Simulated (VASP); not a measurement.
# GaSb2 in VASP: further runs

GaSb2 is run at these levels: PBE; tasks: single point, relaxation of cell and atoms.

Everything below comes from runs of VASP 6.6.1. Logs are shortened: lines on timing, memory, paths and dates and some standing lists are left out, and cuts for length are marked.

**1. The cell of the first run**

The typed cell holds 6 atoms: a = 4.158 Å, b = 4.159 Å, c = 10.997 Å, α = 90.00°, β = 90.00°, γ = 120.01°.

**2. Single point, PBE**

Contents of INCAR:

```
  PREC = Accurate
  ENCUT = 520
  EDIFF = 1E-6
  ISMEAR = 0
  SIGMA = 0.1
  LREAL = F
  LASPH = T
  NELM = 100
  ALGO = Normal
  ISIF = 2
  LWAVE = F
  LCHARG = T
  GGA = PE
  LELF = T
  LVHAR = T
  NBANDS = 32
```

Contents of KPOINTS:

```
Automatic mesh
0
Gamma
  6 6 2
```

Contents of POSCAR:

```
GaSb2
1.0
    4.1584533429     -0.0003520637      0.0014151932
   -2.0795360328      3.6017969803     -0.0008422748
   -0.0030216380      0.0003022589     10.9965640236
Ga Sb
2 4
Direct
    0.3334091994      0.6666929332      0.2500606941
    0.6666020066      0.3333035249      0.7499496306
    0.3330860204      0.6666739143      0.5901436667
    0.6668556697      0.3332681580      0.0900851084
    0.3335823646      0.6666654383      0.9099048692
    0.6664647393      0.3333960313      0.4098560312
```

Potentials or basis: VASP PAW PBE potentials, release 64 (Ga_d, Sb).

Started as:

```
cat potpaw_PBE.64/Ga_d/POTCAR potpaw_PBE.64/Sb/POTCAR > POTCAR
mpirun -np 1 vasp_std > vasp.out
```

OUTCAR:

```text
PREC = Accurate
   ENCUT = 520
   EDIFF = 1E-6
   ISMEAR = 0
   LREAL = F
   LASPH = T
   NELM = 100
   ISIF = 2
   GGA = PE

 ion  position               nearest neighbor table
   1  0.333  0.667  0.250-   6 2.97   6 2.98   6 2.98   4 2.98   4 2.98   4 2.98
   2  0.667  0.333  0.750-   3 2.97   3 2.98   5 2.98   3 2.98   5 2.98   5 2.98
   3  0.333  0.667  0.590-   2 2.97   2 2.98   2 2.98   6 3.11   6 3.11   6 3.11   5 3.52
   4  0.667  0.333  0.090-   1 2.98   1 2.98   1 2.98   5 3.11   5 3.11   5 3.11   6 3.52
   5  0.334  0.667  0.910-   2 2.98   2 2.98   2 2.98   4 3.11   4 3.11   4 3.11   3 3.52
   6  0.666  0.333  0.410-   1 2.97   1 2.98   1 2.98   3 3.11   3 3.11   3 3.11   4 3.52

  LATTYP: Found a base centered monoclinic cell.
 ALAT       =    44.5726144661
 B/A-ratio  =     0.0932949872
 C/A-ratio  =     0.2467112278
 COS(beta)  =    -0.9868548812

  Lattice vectors:

 A1 = (  -2.0734927568,   3.6011924625, -21.9939703220)
 A2 = (  -4.1524100669,  -0.0002524541, -21.9945432404)
 A3 = (  -0.0030216380,   0.0003022589,  10.9965640236)

Analysis of symmetry for initial positions (statically):
=====================================================================
 Subroutine PRICEL returns:
 Original cell was already a primitive cell.

 Routine SETGRP: Setting up the symmetry group for a
 base centered monoclinic supercell.

 Subroutine GETGRP returns: Found  1 space group operations
 (whereof  1 operations were pure point group operations)
 out of a pool of  4 trial point group operations.

The static configuration has the point symmetry C_1 .

Analysis of symmetry for dynamics (positions and initial velocities):
=====================================================================
 Subroutine PRICEL returns:
 Original cell was already a primitive cell.

 Routine SETGRP: Setting up the symmetry group for a
 base centered monoclinic supercell.

 Subroutine GETGRP returns: Found  1 space group operations
 (whereof  1 operations were pure point group operations)
 out of a pool of  4 trial point group operations.

The dynamic configuration has the point symmetry C_1 .

 Subroutine INISYM returns: Found  1 space group operations
 (whereof  1 operations are pure point group operations),
 and found     1 'primitive' translations

----------------------------------------------------------------------------------------

                                     Primitive cell

  volume of cell :     164.6975

  direct lattice vectors                    reciprocal lattice vectors
     4.158453343 -0.000352064  0.001415193     0.240485756  0.138847039  0.000062264
    -2.079536033  3.601796980 -0.000842275     0.000023509  0.277652763 -0.000007625
    -0.003021638  0.000302259 10.996564024    -0.000030947  0.000003398  0.090937488

  length of vectors
     4.158453599  4.159015786 10.996564443     0.277690300  0.277652764  0.090937493

  position of ions in fractional coordinates (direct lattice)
     0.333409199  0.666692933  0.250060694
     0.666602007  0.333303525  0.749949631
     0.333086020  0.666673914  0.590143667
     0.666855670  0.333268158  0.090085108
     0.333582365  0.666665438  0.909904869
     0.666464739  0.333396031  0.409856031

  ion indices of the primitive-cell ions
   primitive index   ion index
                 1           1
                 2           2
                 3           3
                 4           4
                 5           5
                 6           6

----------------------------------------------------------------------------------------

 KPOINTS: Automatic mesh

Automatic generation of k-mesh.
 Grid dimensions read from file:
 generate k-points for:    6    6    2

 Generating k-lattice:

  Cartesian coordinates                     Fractional coordinates (reciprocal lattice)
     0.040080959  0.023141173  0.000010377     0.166666667 -0.000000000  0.000000000
     0.000003918  0.046275460 -0.000001271     0.000000000  0.166666667  0.000000000
    -0.000015474  0.000001699  0.045468744    -0.000000000  0.000000000  0.500000000

  Length of vectors
     0.046281717  0.046275461  0.045468747

  Shift w.r.t. Gamma in fractional coordinates (k-lattice)
     0.000000000  0.000000000  0.000000000

 Subroutine IBZKPT returns following result:
 ===========================================

 Found     40 irreducible k-points:

 Following reciprocal coordinates:
            Coordinates               Weight
  0.000000  0.000000  0.000000      1.000000
  0.166667 -0.000000 -0.000000      2.000000
  0.333333 -0.000000 -0.000000      2.000000
  0.500000 -0.000000 -0.000000      1.000000
  0.000000  0.166667 -0.000000      2.000000
  0.166667 -0.166667 -0.000000      2.000000
[... 16 lines left out ...]
  0.333333  0.000000  0.500000      2.000000
  0.500000 -0.000000  0.500000      1.000000
 [... further k-points ...]
   k-points           NKPTS =     40   k-points in BZ     NKDIM =     40   number of bands    NBANDS=     32
   number of dos      NEDOS =    301   number of ions     NIONS =      6
   total plane-waves  NPLWV =  86016
   dimension x,y,z NGX =    32 NGY =   32 NGZ =   84
   dimension x,y,z NGXF=    64 NGYF=   64 NGZF=  168
   ions per type =               2   4
   NGX,Y,Z   is equivalent  to a cutoff of  12.79, 12.79, 12.70 a.u.
   NGXF,Y,Z  is equivalent  to a cutoff of  25.59, 25.58, 25.40 a.u.
 SYSTEM =  unknown system
   PREC   = accura    normal or accurate (medium, high low for compatibility)
   ISTART =      0    job   : 0-new  1-cont  2-samecut
   ICHARG =      2    charge: 1-file 2-atom 10-const
   ISPIN  =      1    spin polarized calculation?
   LNONCOLLINEAR =      F non collinear calculations
   LSORBIT =      F    spin-orbit coupling
   LASPH  =      T    aspherical Exc in radial PAW
   ENCUT  =  520.0 eV  38.22 Ry    6.18 a.u.   7.73  7.73 20.45*2*pi/ulx,y,z
   NELM   =    100;   NELMIN=  2; NELMDL= -5     # of ELM steps
   EDIFF  = 0.1E-05   stopping-criterion for ELM
   LREAL  =      F    real-space projection
   EDIFFG = 0.1E-04   stopping-criterion for IOM
   NSW    =      0    number of steps for IOM
   IBRION =     -1    ionic relax: 0-MD 1-quasi-New 2-CG
   NFREE  =      0    steps in history (QN), initial steepest desc. (CG)
   ISIF   =      2    stress and relaxation
   ISYM   =      2    0-nonsym 1-usesym 2-fastsym
   POTIM  = 0.5000    time-step for ionic-motion
   TEBEG  =    0.0;   TEEND  =   0.0 temperature during run
   PSTRESS=    0.0 pullay stress
   NELECT =      46.0000    total number of electrons
   NUPDOWN=      -1.0000    fix difference up-down
   EMIN   =  10.00;   EMAX   =-10.00  energy-range for DOS
   EFERMI =   0.00;   METHOD = LEGACY
   ISMEAR =     0;   SIGMA  =   0.10  broadening in eV -4-tet -1-fermi 0-gaus
   EFERMI_NEDOS =   21; number of points for ismear=-14 and -15
   IALGO  =     38    algorithm
   IMIX   =      4    mixing-type and parameters
     AMIX     =   0.40;   BMIX     =  1.00
     AMIX_MAG =   1.60;   BMIX_MAG =  1.00
  volume/ion in A,a.u.               =      27.45       185.24
  Fermi-wavevector in a.u.,A,eV,Ry     =   1.070118  2.022230 15.580757  1.145153
  Thomas-Fermi vector in A             =   2.205819
   LORBIT       =      0    0 simple, 1 ext, 2 COOP (PROOUT), +10 PAW based schemes
   GGA     = PE    functional components
   LHFCALC =     F    Hartree Fock is set to
   AEXX    =    0.0000 exact exchange contribution
   IVDW    =     0    specifies the selected vdW correction
   LEPSILON=     F    determine dielectric tensor
   LRPA    =     F    only Hartree local field effects (RPA)
 non-spin polarized calculation
 Gauss-broadening in eV      SIGMA  =   0.10
  energy-cutoff  :      520.00
  volume of cell :      164.70
 maximum number of plane-waves:      4468
   NGX = 15   NGY = 15   NGZ = 41

 number of electron      45.9999973 magnetization

 Free energy of the ion-electron system (eV)
  ---------------------------------------------------
  ext. energy  EPLUGINS =         0.00000000
  ---------------------------------------------------
  free energy    TOTEN  =       -21.70412895 eV

  energy without entropy =      -21.69462180  energy(sigma->0) =      -21.69937538

 E-fermi :   6.4192     XC(G=0):  -9.7168

 val. band max:        6.2584540198   @ k =   0.1667   0.1667  -0.0000
 cond. band min:       6.4736490227   @ k =   0.1667  -0.0000  -0.0000
 fundamental gap:      0.2151950029
 Fermi energy:         6.4191691100

 k-point     1 :       0.0000    0.0000    0.0000
  band No.  band energies     occupation
      1      -8.5565      2.00000
      2      -8.5564      2.00000
      3      -8.5564      2.00000
      4      -8.5557      2.00000
      5      -8.5557      2.00000
      6      -8.5535      2.00000
[... 24 lines left out ...]
     31      10.0014      0.00000
     32      10.0019      0.00000

 k-point     2 :       0.1667   -0.0000   -0.0000
  band No.  band energies     occupation
      1      -8.5627      2.00000
      2      -8.5622      2.00000
      3      -8.5574      2.00000
      4      -8.5566      2.00000
      5      -8.5543      2.00000
      6      -8.5522      2.00000
[... 24 lines left out ...]
     31      10.2749      0.00000
     32      10.6931      0.00000

 k-point     3 :       0.3333   -0.0000   -0.0000
  band No.  band energies     occupation
      1      -8.5752      2.00000
      2      -8.5740      2.00000
      3      -8.5594      2.00000
      4      -8.5584      2.00000
      5      -8.5547      2.00000
      6      -8.5536      2.00000
[... 24 lines left out ...]
     31      10.6731      0.00000
     32      11.2882      0.00000

 k-point     4 :       0.5000   -0.0000   -0.0000
  band No.  band energies     occupation
      1      -8.5806      2.00000
      2      -8.5801      2.00000
      3      -8.5604      2.00000
      4      -8.5592      2.00000
      5      -8.5572      2.00000
      6      -8.5561      2.00000
[... 654 lines left out ...]
     31      10.3223      0.00000
     32      10.3224      0.00000

 k-point    23 :       0.3333    0.0000    0.5000
  band No.  band energies     occupation
      1      -8.5748      2.00000
      2      -8.5747      2.00000
      3      -8.5589      2.00000
      4      -8.5588      2.00000
      5      -8.5542      2.00000
      6      -8.5540      2.00000
[... 24 lines left out ...]
     31      11.4220      0.00000
     32      11.4255      0.00000

 k-point    24 :       0.5000   -0.0000    0.5000
  band No.  band energies     occupation
      1      -8.5806      2.00000
      2      -8.5804      2.00000
      3      -8.5599      2.00000
      4      -8.5597      2.00000
      5      -8.5567      2.00000
      6      -8.5565      2.00000
[... 24 lines left out ...]
     31      11.6623      0.00000
     32      11.6636      0.00000

 [... further k-points ...]
[... 5 lines left out ...]
  --------------------------------------------------------------------------------------
  -------------------------------------------------------------------------------------
  Total       -0.0147567     -0.0179666      0.0664403      0.0032309      0.0003692     -0.0017753
  in kB       -0.1435528     -0.1747790      0.6463312      0.0314301      0.0035917     -0.0172706
  external PRESSURE =       0.1093331 kB  Pullay stress =       0.0000000 kB

 VOLUME and BASIS-vectors are now :
 -----------------------------------------------------------------------------
  energy-cutoff  :      520.00
  volume of cell :      164.70
      direct lattice vectors                 reciprocal lattice vectors
     4.158453343 -0.000352064  0.001415193     0.240485756  0.138847039  0.000062264
    -2.079536033  3.601796980 -0.000842275     0.000023509  0.277652763 -0.000007625
    -0.003021638  0.000302259 10.996564024    -0.000030947  0.000003398  0.090937488

 POSITION                                       TOTAL-FORCE (eV/Angst)
 -----------------------------------------------------------------------------------
     -0.00070      2.40125      2.74972        -0.000324     -0.000051     -0.000461
      2.07665      1.20048      8.24753         0.000115      0.000099      0.000006
     -0.00303      2.40129      6.48946         0.000817      0.000196      0.007309
      2.07977      1.20016      0.99129        -0.000452      0.000454      0.008060
     -0.00192      2.40135     10.00574        -0.000898     -0.000295     -0.007610
      2.07692      1.20071      4.50767         0.000741     -0.000403     -0.007305
 -----------------------------------------------------------------------------------
    total drift:                                0.000008      0.000001      0.000007

  FREE ENERGIE OF THE ION-ELECTRON SYSTEM (eV)
  ---------------------------------------------------
  free  energy   TOTEN  =       -21.7041289488 eV

  energy  without entropy=      -21.6946218041  energy(sigma->0) =      -21.69937538
```

Wall time 4.5 min (1 thread of Intel Xeon 8259CL, shared host); peak memory 0.38 GiB.

Results:

| Property | Result |
| --- | --- |
| Free energy | -21.7041 eV |
| Pressure | 0.0 GPa |
| Largest force | 0.008 eV/Å |
| Band gap on the k mesh | zero (bands 23 and 24 overlap by 2.00 eV) |

Forces on the atoms (eV/Å):
```
Ga   0.000  0.000  0.000
Ga   0.000  0.000  0.000
Sb   0.001  0.000  0.007
Sb   0.000  0.000  0.008
Sb  -0.001  0.000 -0.008
Sb   0.001  0.000 -0.007
```

Levels at points of the mesh, in eV from the Fermi level:
```csv
k point,band 19,band 20,band 21,band 22,band 23,band 24,band 25,band 26,band 27,band 28
"(0.00, 0.00, 0.00)",-0.95,-0.30,-0.30,0.45,0.45,0.47,0.50,1.80,1.81,2.94
"(0.50, 0.00, 0.00)",-2.70,-2.62,-2.19,-1.74,-0.84,-0.76,1.10,1.24,1.44,1.84
"(0.00, 0.50, 0.00)",-2.70,-2.62,-2.19,-1.74,-0.84,-0.75,1.10,1.24,1.45,1.84
"(0.50, 0.50, 0.00)",-2.69,-2.62,-2.19,-1.74,-0.84,-0.75,1.10,1.24,1.45,1.84
"(0.00, 0.00, 0.50)",-0.84,-0.84,-0.46,-0.45,1.25,1.25,1.25,1.25,1.94,1.94
"(0.50, 0.00, 0.50)",-2.38,-2.38,-1.90,-1.90,0.26,0.26,0.37,0.38,0.75,0.75
"(0.00, 0.50, 0.50)",-2.38,-2.38,-1.90,-1.90,0.26,0.26,0.37,0.38,0.75,0.75
"(0.50, 0.50, 0.50)",-2.38,-2.38,-1.90,-1.90,0.26,0.26,0.37,0.38,0.75,0.75
```

Caveat: spin-orbit coupling is left out, which moves the levels of the heavy elements.

**3. Relaxation of cell and atoms, PBE**

This run uses another cell than the first one, of 22.95 Å³/atom.

Contents of INCAR:

```
ALGO = Normal
EDIFF = 1E-6
EDIFFG = -0.04
ENCUT = 600
GGA = PE
IBRION = 2
ISIF = 3
ISMEAR = 0
LASPH = T
LCHARG = F
LREAL = F
LWAVE = F
NELM = 60
NSW = 90
PREC = Accurate
SIGMA = 0.1
```

Contents of KPOINTS:

```
k-points
0
Gamma
  6 6 2
```

Contents of POSCAR:

```
GaSb2
1.0
    3.4450227159      0.0000000000      0.0000000000
   -1.7225113580      2.9834771886      0.0000000000
    0.0000000000      0.0000000000     13.3997256663
Ga Sb
2 4
Direct
    0.3333333333      0.6666666667      0.2500000000
    0.6666666667      0.3333333333      0.7500000000
    0.3333333333      0.6666666667      0.6275000000
    0.6666666667      0.3333333333      0.1275000000
    0.3333333333      0.6666666667      0.8725000000
    0.6666666667      0.3333333333      0.3725000000
```

Potentials or basis: VASP PAW PBE potentials, release 64 (Ga_d, Sb).

Started as:

```
cat potpaw_PBE.64/Ga_d/POTCAR potpaw_PBE.64/Sb/POTCAR > POTCAR
mpirun -np 1 vasp_std > vasp.out
```

OUTCAR:

```text
EDIFF = 1E-6
   EDIFFG = -0.04
   ENCUT = 600
   GGA = PE
   IBRION = 2
   ISIF = 3
   ISMEAR = 0
   LASPH = T
   LREAL = F
   NELM = 60
   NSW = 90
   PREC = Accurate

 ion  position               nearest neighbor table
   1  0.333  0.667  0.250-   4 2.58   6 2.58   4 2.58   6 2.58   4 2.58   6 2.58
   2  0.667  0.333  0.750-   3 2.58   5 2.58   3 2.58   5 2.58   3 2.58   5 2.58
   3  0.333  0.667  0.627-   2 2.58   2 2.58   2 2.58   5 3.28
   4  0.667  0.333  0.127-   1 2.58   1 2.58   1 2.58   6 3.28
   5  0.333  0.667  0.873-   2 2.58   2 2.58   2 2.58   3 3.28
   6  0.667  0.333  0.373-   1 2.58   1 2.58   1 2.58   4 3.28

  LATTYP: Found a hexagonal cell.
 ALAT       =     3.4450227159
 C/A-ratio  =     3.8895899306

  Lattice vectors:

 A1 = (   3.4450227159,   0.0000000000,   0.0000000000)
[... 183 lines left out ...]
 cond. band min:       8.4488151998   @ k =   0.3333   0.0000   0.5000
 fundamental gap:      0.1590755274
 Fermi energy:         8.3513866339
[... 958 lines left out ...]
  FREE ENERGIE OF THE ION-ELECTRON SYSTEM (eV)
  ---------------------------------------------------
  free  energy   TOTEN  =       -20.5848509222 eV

  energy  without entropy=      -20.5671897691  energy(sigma->0) =      -20.57602035

[... ionic steps 4 to 27 ...]

--------------------------------------- Ionic step       28  -------------------------------------------

 number of electron      45.9999997 magnetization

------------------------ aborting loop because EDIFF is reached ----------------------------------------
[... 75 lines left out ...]
--------------------------------------- Ionic step       30  -------------------------------------------

 number of electron      46.0000001 magnetization

 Free energy of the ion-electron system (eV)
  ---------------------------------------------------
  ext. energy  EPLUGINS =         0.00000000
  ---------------------------------------------------
  free energy    TOTEN  =       -21.69882186 eV

  energy without entropy =      -21.68918881  energy(sigma->0) =      -21.69400533

 E-fermi :   6.4415     XC(G=0):  -9.7270

 val. band max:        6.2801396706   @ k =   0.1667   0.1667   0.0000
 cond. band min:       6.5064943359   @ k =   0.1667  -0.0000   0.0000
 fundamental gap:      0.2263546653
 Fermi energy:         6.4414915696
[... 451 lines left out ...]
  FREE ENERGIE OF THE ION-ELECTRON SYSTEM (eV)
  ---------------------------------------------------
  free  energy   TOTEN  =       -21.6988218597 eV

  energy  without entropy=      -21.6891888099  energy(sigma->0) =      -21.69400533

 reached required accuracy - stopping structural energy minimisation
```

Wall time 35 min (1 thread of Intel Xeon 8259CL, shared host); peak memory 0.33 GiB.

What came out:

* Free energy: -21.6988 eV
* Relaxed volume: 27.40 Å³/atom
* Relaxed cell: a = 4.151 Å, b = 4.151 Å, c = 11.016 Å, α = 90.00°, β = 90.00°, γ = 120.00°
* Space group after relaxing (to 0.1 Å): P6_3/mmc (No. 194)
* Energy gained by relaxing: 519.5 meV/atom
* Ionic steps: 30
* Pressure after relaxing: -0.1 GPa
* Band gap on the k mesh: zero (bands 23 and 24 overlap by 2.01 eV)

The path:
| step | energy change (eV) | largest force (eV/Å) | pressure (GPa) | volume (Å³) |
| --- | --- | --- | --- | --- |
| 1 | 0.0000 | 2.7350 | 20.88 | 137.72 |
| 2 | -0.9325 | 0.7063 | -6.73 | 206.36 |
| 3 | -2.0028 | 0.0906 | -0.36 | 170.39 |
| 4 | -2.0042 | 0.0625 | -0.17 | 169.65 |
| 5 | -2.0043 | 0.0348 | 0.07 | 168.95 |
| 6 | -2.0843 | 0.1425 | -0.07 | 169.71 |
| 7 | -2.1215 | 0.3110 | -0.15 | 170.24 |
| 8 | -2.2563 | 0.0112 | -0.22 | 171.07 |
| 9 | -2.6239 | 0.1311 | 0.06 | 171.74 |
| 10 | -1.8344 | 2.8409 | 5.27 | 168.76 |
| 11 | -2.6621 | 0.4315 | 0.38 | 171.67 |
| 12 | -2.6625 | 0.4684 | 0.46 | 171.64 |
| 13 | -2.7131 | 0.2037 | -1.74 | 176.97 |
| 14 | -2.7144 | 0.1693 | -2.00 | 177.72 |
| 15 | -2.7420 | 0.1684 | -2.07 | 177.40 |
| 16 | -2.8283 | 0.1662 | -2.19 | 176.35 |
| 17 | -2.9245 | 0.3077 | -1.55 | 173.72 |
| 18 | -2.9236 | 0.2893 | -0.93 | 172.49 |
| 19 | -2.9290 | 0.3037 | -1.35 | 173.28 |
| 20 | -2.9735 | 0.2662 | -0.57 | 169.65 |
| 21 | -3.0000 | 0.2031 | 0.85 | 164.29 |
| 22 | -3.0400 | 0.1860 | 0.43 | 164.48 |
| 23 | -3.0989 | 0.1156 | -0.53 | 164.88 |
| 24 | -3.1004 | 0.1207 | -0.41 | 164.83 |
| 25 | -3.1080 | 0.0948 | 0.15 | 163.08 |
| 26 | -3.1085 | 0.0790 | 0.33 | 162.52 |
| 27 | -3.1148 | 0.0220 | 0.31 | 163.11 |
| 28 | -3.1158 | 0.0117 | 0.31 | 163.40 |
| 29 | -3.1163 | 0.0095 | -0.21 | 165.07 |
| 30 | -3.1167 | 0.0005 | -0.06 | 164.37 |

Final structure:
```
Ga Sb
1.0
     4.15080    0.00000    0.00000
    -2.07540    3.59470    0.00000
     0.00000    0.00000   11.01613
Ga Sb
2 4
Direct
  0.33333 0.66667 0.25000
  0.66667 0.33333 0.75000
  0.33333 0.66667 0.59020
  0.66667 0.33333 0.09020
  0.33333 0.66667 0.90980
  0.66667 0.33333 0.40980
```

Caveat: the volume moved by over 15 % at a fixed basis, so the end points are rough; spin-orbit coupling is left out, which moves the levels of the heavy elements.

(Part 1 of 3 ends here.)
